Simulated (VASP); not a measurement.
# TePb (P6_3/mmc) in VASP: further runs, part 2 of 2

VASP 6.6.1. Earlier steps stand in the parts before.

### Step 3. Single point, PBE

This run uses another cell than the first one, of 36.01 Å³/atom, 1.016 times its volume.

INCAR

```
SYSTEM = TePb
PREC = Accurate ; ENCUT = 520
EDIFF = 1E-7 ; ISMEAR = -1
SIGMA = 0.02 ; LREAL = .False.
LASPH = .True. ; NELM = 60
ALGO = Normal ; ISIF = 2
LWAVE = .False. ; LCHARG = .True.
GGA = PE ; LELF = .True.
LVHAR = .True. ; NBANDS = 28
```

KPOINTS

```
regular mesh
0
Gamma
  6 6 4
  0 0 0
```

POSCAR

```
TePb
1.0
    4.5714604761      0.0000000000      0.0000000000
   -2.2857302381      3.9590009047      0.0000000000
    0.0000000000      0.0000000000      7.9576965773
Pb Te
2 2
Direct
    0.0000000000      0.0000000000      0.0000000000
    0.0000000000      0.0000000000      0.5000000000
    0.3333333333      0.6666666667      0.2500000000
    0.6666666667      0.3333333333      0.7500000000
```

Potentials or basis: VASP PAW PBE potentials, release 64 (Pb_d, Te).

Launch:

```sh
> cat potpaw_PBE.64/Pb_d/POTCAR potpaw_PBE.64/Te/POTCAR > POTCAR
> mpirun -np 1 vasp_std > vasp.out
```

OUTCAR:

```text
SYSTEM = TePb
   PREC = Accurate
   ENCUT = 520
   EDIFF = 1E-7
   ISMEAR = -1
   LREAL = .False.
   LASPH = .True.
   NELM = 60
   ISIF = 2
   GGA = PE

 ion  position               nearest neighbor table
   1  0.000  0.000  0.000-   3 3.31   4 3.31   4 3.31   3 3.31   4 3.31   3 3.31   2 3.98   2 3.98

   2  0.000  0.000  0.500-   3 3.31   4 3.31   4 3.31   3 3.31   4 3.31   3 3.31   1 3.98   1 3.98

   3  0.333  0.667  0.250-   1 3.31   2 3.31   1 3.31   2 3.31   1 3.31   2 3.31
   4  0.667  0.333  0.750-   1 3.31   2 3.31   1 3.31   2 3.31   1 3.31   2 3.31

  LATTYP: Found a hexagonal cell.
 ALAT       =     4.5714604761
 C/A-ratio  =     1.7407339774

  Lattice vectors:

 A1 = (   4.5714604761,   0.0000000000,   0.0000000000)
 A2 = (  -2.2857302381,   3.9590009047,   0.0000000000)
 A3 = (   0.0000000000,   0.0000000000,   7.9576965773)

Analysis of symmetry for initial positions (statically):
=====================================================================
 Subroutine PRICEL returns:
 Original cell was already a primitive cell.

 Routine SETGRP: Setting up the symmetry group for a
 hexagonal supercell.

 Subroutine GETGRP returns: Found 24 space group operations
 (whereof 12 operations were pure point group operations)
 out of a pool of 24 trial point group operations.

The static configuration has the point symmetry D_3d.
 The point group associated with its full space group is D_6h.

Analysis of symmetry for dynamics (positions and initial velocities):
=====================================================================
 Subroutine PRICEL returns:
 Original cell was already a primitive cell.

 Routine SETGRP: Setting up the symmetry group for a
 hexagonal supercell.

[... 119 lines left out ...]
   EFERMI =   0.00;   METHOD = LEGACY
   ISMEAR =    -1;   SIGMA  =   0.02  broadening in eV -4-tet -1-fermi 0-gaus
   EFERMI_NEDOS =   21; number of points for ismear=-14 and -15
   IALGO  =     38    algorithm
   IMIX   =      4    mixing-type and parameters
     AMIX     =   0.40;   BMIX     =  1.00
     AMIX_MAG =   1.60;   BMIX_MAG =  1.00
  volume/ion in A,a.u.               =      36.01       242.98
  Fermi-wavevector in a.u.,A,eV,Ry     =   1.068117  2.018449 15.522533  1.140874
  Thomas-Fermi vector in A             =   2.203755
   LORBIT       =      0    0 simple, 1 ext, 2 COOP (PROOUT), +10 PAW based schemes
   GGA     = PE    functional components
   LHFCALC =     F    Hartree Fock is set to
   AEXX    =    0.0000 exact exchange contribution
   IVDW    =     0    specifies the selected vdW correction
   LEPSILON=     F    determine dielectric tensor
   LRPA    =     F    only Hartree local field effects (RPA)
 non-spin polarized calculation
  energy-cutoff  :      520.00
  volume of cell :      144.02
 maximum number of plane-waves:      3942
 NGX is ok and might be reduce to    36
   NGX = 17   NGY = 17   NGZ = 29

 number of electron      40.0000008 magnetization

 Free energy of the ion-electron system (eV)
  ---------------------------------------------------
  ext. energy  EPLUGINS =         0.00000000
  ---------------------------------------------------
  free energy    TOTEN  =       -14.90759809 eV

  energy without entropy =      -14.90733019  energy(sigma->0) =      -14.90746414

 E-fermi :   5.4400     XC(G=0):  -8.9927

 val. band max:        5.3896074986   @ k =   0.3333   0.3333   0.0000
 cond. band min:       5.4751733018   @ k =   0.0000   0.0000   0.0000
 fundamental gap:      0.0855658032
 Fermi energy:         5.4400212843

 k-point     1 :       0.0000    0.0000    0.0000
  band No.  band energies     occupation
      1     -11.8532      2.00000
      2     -11.8369      2.00000
      3     -11.8369      2.00000
      4     -11.8254      2.00000
      5     -11.8254      2.00000
      6     -11.8172      2.00000
[... 640 lines left out ...]
     27      11.5437      0.00000
     28      11.5437      0.00000

------------------------ aborting loop because EDIFF is reached ----------------------------------------

  FORCE on cell =-STRESS in cart. coord.  units (eV):
  Direction    XX          YY          ZZ          XY          YZ          ZX
  --------------------------------------------------------------------------------------
  -------------------------------------------------------------------------------------
  Total       -0.0268382     -0.0268382     -0.0325120      0.0000000      0.0000000      0.0000000
  in kB       -0.2985629     -0.2985629     -0.3616814      0.0000000      0.0000000      0.0000000
  external PRESSURE =      -0.3196024 kB  Pullay stress =       0.0000000 kB

 VOLUME and BASIS-vectors are now :
 -----------------------------------------------------------------------------
  energy-cutoff  :      520.00
  volume of cell :      144.02
      direct lattice vectors                 reciprocal lattice vectors
     4.571460476  0.000000000  0.000000000     0.218748473  0.126294490  0.000000000
    -2.285730238  3.959000905  0.000000000     0.000000000  0.252588980  0.000000000
     0.000000000  0.000000000  7.957696577     0.000000000  0.000000000  0.125664505

 POSITION                                       TOTAL-FORCE (eV/Angst)
 -----------------------------------------------------------------------------------
      0.00000      0.00000      0.00000        -0.000000      0.000000     -0.000000
      0.00000      0.00000      3.97885        -0.000000      0.000000     -0.000000
     -0.00000      2.63933      1.98942        -0.000000      0.000000      0.000000
      2.28573      1.31967      5.96827         0.000000     -0.000000      0.000000
 -----------------------------------------------------------------------------------
    total drift:                               -0.000000      0.000000     -0.000000

  FREE ENERGIE OF THE ION-ELECTRON SYSTEM (eV)
  ---------------------------------------------------
  free  energy   TOTEN  =       -14.9075980867 eV

  energy  without entropy=      -14.9073301906  energy(sigma->0) =      -14.90746414
```

OSZICAR:

```text
N       E                     dE             d eps       ncg     rms          rms(c)
DAV:   1     0.383228189585E+03    0.38323E+03   -0.17596E+04  1176   0.138E+03
DAV:   2     0.232188639320E+02   -0.36001E+03   -0.35009E+03  1200   0.371E+02
DAV:   3    -0.135485056032E+02   -0.36767E+02   -0.35937E+02  1564   0.137E+02
DAV:   4    -0.151425405449E+02   -0.15940E+01   -0.15906E+01  1408   0.310E+01
DAV:   5    -0.152165645459E+02   -0.74024E-01   -0.74021E-01  1580   0.655E+00    0.418E+00
DAV:   6    -0.149103712692E+02    0.30619E+00   -0.66099E-01  1572   0.467E+00    0.268E+00
DAV:   7    -0.149051289172E+02    0.52424E-02   -0.22766E-01  1488   0.182E+00    0.110E+00
DAV:   8    -0.149071216251E+02   -0.19927E-02   -0.26411E-02  1300   0.124E+00    0.387E-01
DAV:   9    -0.149078198737E+02   -0.69825E-03   -0.43339E-03  1512   0.484E-01    0.758E-02
DAV:  10    -0.149075683753E+02    0.25150E-03   -0.95343E-04  1412   0.227E-01    0.459E-02
DAV:  11    -0.149076186166E+02   -0.50241E-04   -0.51362E-04  1404   0.135E-01    0.740E-02
DAV:  12    -0.149075997261E+02    0.18891E-04   -0.73449E-05  1300   0.457E-02    0.370E-02
DAV:  13    -0.149076003355E+02   -0.60937E-06   -0.51673E-06  1328   0.106E-02    0.349E-02
DAV:  14    -0.149075993811E+02    0.95443E-06   -0.62949E-07  1220   0.520E-03    0.270E-02
DAV:  15    -0.149075978670E+02    0.15140E-05   -0.86235E-06  1588   0.216E-02    0.943E-03
DAV:  16    -0.149075981865E+02   -0.31943E-06   -0.12803E-06  1156   0.537E-03    0.169E-02
DAV:  17    -0.149075980867E+02    0.99799E-07   -0.10205E-07   652   0.262E-03
   1 F= -.14907598E+02 E0= -.14907464E+02  d E =-.267896E-03
```

It took 64 s on 1 thread of Intel Xeon 6975P-C (Granite Rapids), shared host; peak memory 0.29 GiB.

What came out:

- Free energy: -14.9076 eV
- Pressure: 0.0 GPa
- Band gap on the k mesh: 0.09 eV, indirect (least direct gap 0.22 eV)

Levels at points of the mesh, in eV from the valence-band top:
```csv
k point,band 18,band 19,band 20,band 21,band 22,band 23
"(0.00, 0.00, 0.00)",-1.08,-1.08,-0.13,0.09,1.97,1.97
"(0.50, 0.00, 0.00)",-1.22,-1.21,-1.03,0.20,0.91,1.97
"(0.00, 0.00, 0.50)",-1.35,-1.35,-1.35,2.05,2.05,2.05
"(0.50, 0.00, 0.50)",-2.48,-2.25,-2.25,1.97,1.97,2.71
```

Caveat: spin-orbit coupling is left out, which moves the levels of the heavy elements. A k mesh can miss the band edges.

### Step 4. Single point, PBE (volume changed by +3%)

INCAR

```
SYSTEM = TePb
ALGO     = Normal         ! electronic algorithm
EDIFF    = 1E-7           ! SCF threshold, eV
ENCUT    = 520            ! plane-wave cutoff, eV
GGA      = PE             ! functional
ISIF     = 2              ! what is computed and relaxed
ISMEAR   = -1             ! smearing method
LASPH    = .TRUE.         ! aspherical terms in the spheres
LCHARG   = .FALSE.        ! write CHGCAR
LREAL    = .FALSE.        ! projectors in reciprocal space
LWAVE    = .FALSE.        ! write WAVECAR
NBANDS   = 28             ! bands
NELM     = 60             ! most SCF steps
PREC     = Accurate       ! precision mode
SIGMA    = 0.02           ! smearing width, eV
```

KPOINTS

```
k-points
0
G
  6 6 4
  0 0 0
```

POSCAR

```
TePb
1.0
    4.6167254048      0.0000000000      0.0000000000
   -2.3083627024      3.9982014829      0.0000000000
    0.0000000000      0.0000000000      8.0364907767
Pb Te
2 2
Direct
    0.0000000000      0.0000000000      0.0000000000
    0.0000000000      0.0000000000      0.5000000000
    0.3333333333      0.6666666667      0.2500000000
    0.6666666667      0.3333333333      0.7500000000
```

Launch:

```sh
> cat potpaw_PBE.64/Pb_d/POTCAR potpaw_PBE.64/Te/POTCAR > POTCAR
> mpirun -np 1 vasp_std > vasp.out
```

Wall time 52 s (1 thread of Intel Xeon 6975P-C (Granite Rapids), shared host); peak memory 0.29 GiB.

Results (log left out):

- Free energy: -14.8930 eV
- Pressure: -1.1 GPa
- Band gap on the k mesh: 0.15 eV, indirect (least direct gap 0.29 eV)

Stress tensor (GPa, compression positive):
```
-1.02  0.00  0.00
 0.00 -1.02  0.00
 0.00  0.00 -1.22
```

Levels at points of the mesh, in eV from the valence-band top:
```
           k point  band 17  band 18  band 19  band 20  band 21  band 22  band 23  band 24
(0.00, 0.00, 0.00)    -1.48    -0.98    -0.98    -0.15     0.15     2.00     2.00     2.36
(0.50, 0.00, 0.00)    -2.65    -1.12    -1.11    -0.96     0.27     0.99     2.01     3.58
(0.00, 0.00, 0.50)    -1.23    -1.23    -1.23    -1.23     2.06     2.06     2.10     2.10
(0.50, 0.00, 0.50)    -2.34    -2.34    -2.10    -2.10     2.05     2.05     2.70     2.70
```

Caveat: the cell differs from its parent crystal (volume changed by +3%); spin-orbit coupling is left out, which moves the levels of the heavy elements.

### Step 5. Single point, PBE (volume changed by +6%)

INCAR

```
SYSTEM = TePb
ALGO = Normal
EDIFF = 1E-7
ENCUT = 520
GGA = PE
ISIF = 2
ISMEAR = -1
LASPH = .True.
LCHARG = .True.
LELF = .True.
LREAL = .False.
LVHAR = .True.
LWAVE = .False.
NBANDS = 28
NELM = 80
PREC = Accurate
SIGMA = 0.02
```

KPOINTS

```
k-points
0
Gamma
  6 6 4
  0 0 0
```

POSCAR

```
TePb
1.0
    4.6611197186      0.0000000000      0.0000000000
   -2.3305598593      4.0366480864      0.0000000000
    0.0000000000      0.0000000000      8.1137694671
Pb Te
2 2
Direct
    0.0000000000      0.0000000000      0.0000000000
    0.0000000000      0.0000000000      0.5000000000
    0.3333333333      0.6666666667      0.2500000000
    0.6666666667      0.3333333333      0.7500000000
```

Launch:

```sh
> cat potpaw_PBE.64/Pb_d/POTCAR potpaw_PBE.64/Te/POTCAR > POTCAR
> mpirun -np 1 vasp_std > vasp.out
```

Run time: 55 s. Hardware: 1 thread of Intel Xeon 6975P-C (Granite Rapids), shared host; peak memory 0.29 GiB.

It converged, with:

| Item | Value |
| --- | --- |
| Free energy | -14.8524 eV |
| Pressure | -2.0 GPa |
| Band gap on the k mesh | 0.20 eV, indirect (least direct gap 0.36 eV) |

Stress tensor (GPa, compression positive):
```
-1.85  0.00  0.00
 0.00 -1.85  0.00
 0.00  0.00 -2.22
```

Levels at points of the mesh, in eV from the valence-band top:
| k point | band 18 | band 19 | band 20 | band 21 | band 22 | band 23 |
| --- | --- | --- | --- | --- | --- | --- |
| (0.00, 0.00, 0.00) | -0.88 | -0.88 | -0.16 | 0.20 | 2.03 | 2.03 |
| (0.50, 0.00, 0.00) | -1.03 | -1.01 | -0.89 | 0.33 | 1.06 | 2.05 |
| (0.00, 0.00, 0.50) | -1.13 | -1.13 | -1.13 | 2.07 | 2.07 | 2.13 |
| (0.50, 0.00, 0.50) | -2.20 | -1.96 | -1.96 | 2.11 | 2.11 | 2.69 |

Caveat: the cell differs from its parent crystal (volume changed by +6%); spin-orbit coupling is left out, which moves the levels of the heavy elements.

### Step 6. The runs side by side

```csv
cell,gap on the mesh (eV),pressure (GPa)
"a = 4.544, b = 4.544, c = 7.926 Å, angles 90.0, 90.0, 120.0°, 4 atoms",0.07,0.6
"a = 4.571, b = 4.571, c = 7.958 Å, angles 90.0, 90.0, 120.0°, 4 atoms",0.09,0.0
"a = 4.617, b = 4.617, c = 8.036 Å, angles 90.0, 90.0, 120.0°, 4 atoms",0.15,-1.1
"a = 4.661, b = 4.661, c = 8.114 Å, angles 90.0, 90.0, 120.0°, 4 atoms",0.20,-2.0
```

Alike in all rows: task single point; level PBE; potentials or basis VASP PAW PBE potentials, release 64 (Pb_d, Te); no spin polarisation; k mesh 6 × 6 × 4; cutoff (eV) 520; smearing fermi-dirac 0.02 eV.

Caveats: spin-orbit coupling is left out, which moves the levels of the heavy elements.

Total energies depend on the potentials used, so only differences within one code and one set of settings carry meaning.
